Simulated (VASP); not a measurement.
# Zr2Zn2N3 (R-3m) in VASP: notebook, part 3 of 3

VASP 6.6.1. The steps go on from the part before.

## 5. Single point, PBE, collinear spin

Input file INCAR:

```
PREC     = Accurate       # precision mode
ENCUT    = 520            # plane-wave cutoff, eV
EDIFF    = 1E-6           # SCF threshold, eV
ISMEAR   = 0              # smearing method
SIGMA    = 0.1            # smearing width, eV
LREAL    = F              # projectors in reciprocal space
LASPH    = T              # aspherical terms in the spheres
NELM     = 150            # most SCF steps
ALGO     = Normal         # electronic algorithm
ISIF     = 2              # what is computed and relaxed
LWAVE    = F              # write WAVECAR
LCHARG   = T              # write CHGCAR
ISPIN    = 2              # spin polarisation
MAGMOM   = 1 1 0 0 0 0 0  # initial moments
LORBIT   = 11             # projections on sites
LMAXMIX  = 4              # l up to which the mixer works
GGA      = PE             # functional
LELF     = T              # ELF
LVHAR    = T            
NBANDS   = 44             # bands
```

Input file KPOINTS:

```
regular mesh
0
Gamma
  6 6 6
```

Input file POSCAR:

```
Zr2Zn2N3
1.0
    2.4719628115      1.4271883947      4.0787436515
   -2.4719628115      1.4271883947      4.0787436515
    0.0000000000     -2.8543767893      4.0787436515
Zr Zn N
2 2 3
Direct
    0.5000000000      0.5000000000      0.5000000000
    0.0000000000      0.0000000000      0.0000000000
    0.2814853009      0.2814853009      0.2814853009
    0.7185146991      0.7185146991      0.7185146991
    0.0000000000      0.0000000000      0.5000000000
    0.5000000000      0.0000000000      0.0000000000
    0.0000000000      0.5000000000      0.0000000000
```

Potentials or basis: VASP PAW PBE potentials, release 64 (Zr_sv, Zn, N).

Started as:

```console
> cat potpaw_PBE.64/Zr_sv/POTCAR potpaw_PBE.64/Zn/POTCAR potpaw_PBE.64/N/POTCAR > POTCAR
> mpirun -np 1 vasp_std > vasp.out
```

OUTCAR:

```text
PREC = Accurate
   ENCUT = 520
   EDIFF = 1E-6
   ISMEAR = 0
   LREAL = F
   LASPH = T
   NELM = 150
   ISIF = 2
   ISPIN = 2
   LORBIT = 11
   GGA = PE

 ion  position               nearest neighbor table
   1  0.500  0.500  0.500-   5 2.47   5 2.47   6 2.47   6 2.47   7 2.47   7 2.47   3 2.67   4 2.67
                             3 3.18   4 3.18   4 3.18   3 3.18   3 3.18   4 3.18   2 3.51   2 3.51
   2  0.000  0.000  0.000-   5 2.49   5 2.49   7 2.49   6 2.49   7 2.49   6 2.49   3 2.92   4 2.92
                             3 2.92   4 2.92   3 2.92   4 2.92   4 3.44   3 3.44   1 3.51   1 3.51
   3  0.281  0.281  0.281-   6 2.00   7 2.00   5 2.00   1 2.67   2 2.92   2 2.92   2 2.92   1 3.18
                             1 3.18   1 3.18   2 3.44
   4  0.719  0.719  0.719-   6 2.00   7 2.00   5 2.00   1 2.67   2 2.92   2 2.92   2 2.92   1 3.18
                             1 3.18   1 3.18   2 3.44
   5  0.000  0.000  0.500-   3 2.00   4 2.00   1 2.47   1 2.47   2 2.49   2 2.49
[... 2465 lines left out ...]
      1.23598      0.71359      2.03937        -0.000000     -0.000000      0.000000
     -1.23598      0.71359      2.03937        -0.000000     -0.000000      0.000000
 -----------------------------------------------------------------------------------
    total drift:                                0.000000     -0.000000      0.000000

  FREE ENERGIE OF THE ION-ELECTRON SYSTEM (eV)
  ---------------------------------------------------
  free  energy   TOTEN  =       -44.5358324631 eV

  energy  without entropy=      -44.5122376764  energy(sigma->0) =      -44.52403507

 total charge

# of ion       s       p       d       tot
------------------------------------------
    1        2.155   5.994   1.463   9.611
    2        2.133   5.978   1.503   9.614
    3        0.626   0.635   9.778  11.039
    4        0.626   0.635   9.778  11.039
    5        1.289   2.326   0.000   3.615
    6        1.289   2.326   0.000   3.615
    7        1.289   2.326   0.000   3.615
--------------------------------------------------
tot          9.407  20.219  22.521  52.147

 magnetization (x)

# of ion       s       p       d       tot
------------------------------------------
    1        0.000   0.000  -0.000  -0.000
    2        0.000   0.000  -0.000  -0.000
    3        0.000  -0.000  -0.000  -0.000
    4        0.000  -0.000  -0.000  -0.000
    5       -0.000  -0.001   0.000  -0.002
    6       -0.000  -0.001   0.000  -0.002
    7       -0.000  -0.001   0.000  -0.002
--------------------------------------------------
tot         -0.000  -0.005  -0.000  -0.005
```

OSZICAR:

```text
N       E                     dE             d eps       ncg     rms          rms(c)
DAV:   1     0.703047763235E+03    0.70305E+03   -0.30034E+04  5680   0.182E+03
DAV:   2     0.380756055941E+02   -0.66497E+03   -0.62575E+03  5720   0.487E+02
DAV:   3    -0.484164194048E+02   -0.86492E+02   -0.81053E+02  6656   0.165E+02
DAV:   4    -0.554802611033E+02   -0.70638E+01   -0.69917E+01  8352   0.384E+01
DAV:   5    -0.557628591256E+02   -0.28260E+00   -0.28194E+00  7868   0.722E+00    0.272E+01
DAV:   6    -0.486824150083E+02    0.70804E+01   -0.76642E+01  8732   0.100E+02    0.178E+01
DAV:   7    -0.447036060320E+02    0.39788E+01   -0.13002E+01  7240   0.261E+01    0.100E+01
DAV:   8    -0.445856304156E+02    0.11798E+00   -0.21882E+00  7544   0.890E+00    0.449E+00
DAV:   9    -0.445458395886E+02    0.39791E-01   -0.31673E-01  8156   0.525E+00    0.133E+00
DAV:  10    -0.445380330284E+02    0.78066E-02   -0.32835E-02  7236   0.169E+00    0.667E-01
DAV:  11    -0.445358285153E+02    0.22045E-02   -0.14379E-02  8384   0.103E+00    0.215E-01
DAV:  12    -0.445358512705E+02   -0.22755E-04   -0.15816E-03  6764   0.309E-01    0.876E-02
DAV:  13    -0.445358533060E+02   -0.20355E-05   -0.24240E-04  6880   0.876E-02    0.697E-02
DAV:  14    -0.445358315584E+02    0.21748E-04   -0.53817E-05  8536   0.615E-02    0.239E-02
DAV:  15    -0.445358318605E+02   -0.30217E-06   -0.18665E-05  7140   0.251E-02    0.404E-03
DAV:  16    -0.445358324631E+02   -0.60262E-06   -0.17402E-06  4112   0.963E-03
   1 F= -.44535832E+02 E0= -.44524035E+02  d E =-.235948E-01  mag=    -0.0061
```

Run time: 3.2 min. Hardware: 1 thread of Intel Xeon 6975P-C (Granite Rapids), shared host; peak memory 0.4 GiB.

Results:

| Quantity | Value |
| --- | --- |
| Free energy | -44.5358 eV |
| Pressure | 0.3 GPa |
| Largest force | 0.101 eV/Å |
| Net moment | -0.01 μB per cell |
| Valence electrons inside the program's atomic spheres | Zr 9.61; Zn 11.04; N 3.62 |

Forces in eV/Å, atoms in the order of the input:
```
Zr   0.000  0.000  0.000
Zr   0.000  0.000  0.000
Zn   0.000  0.000  0.101
Zn   0.000  0.000 -0.101
N    0.000  0.000  0.000
N    0.000  0.000  0.000
N    0.000  0.000  0.000
```

## 6. The runs side by side

```csv
task,spin,cell,cutoff (eV),gap on the mesh (eV),pressure (GPa),largest force (eV/Å)
single point,off,"a = 4.978 Å, angles 59.5°, 7 atoms, atomic positions A",520,none,0.3,0.10
single point,off,"a = 5.175 Å, angles 58.7°, 7 atoms, atomic positions B",520,none,-11.8,4.78
relaxation of cell and atoms,off,"relaxed from a = 5.175 Å, angles 58.7°, 7 atoms, atomic positions B",600,none,0.0,0.01
single point,collinear,"a = 4.978 Å, angles 59.5°, 7 atoms, atomic positions A",520,none,0.3,0.10
```

Alike in all rows: level PBE; potentials or basis VASP PAW PBE potentials, release 64 (Zr_sv, Zn, N); k mesh 6 × 6 × 6; smearing gaussian 0.1 eV.

Caveats: an odd number of electrons without spin polarisation forces a metal (at least some runs); a magnetic or distorted state may lie lower (at least some runs); the stress differs along the axes, from -17 to -1 GPa (at least some runs).

Absolute energies hang on the potentials; compare differences alone.
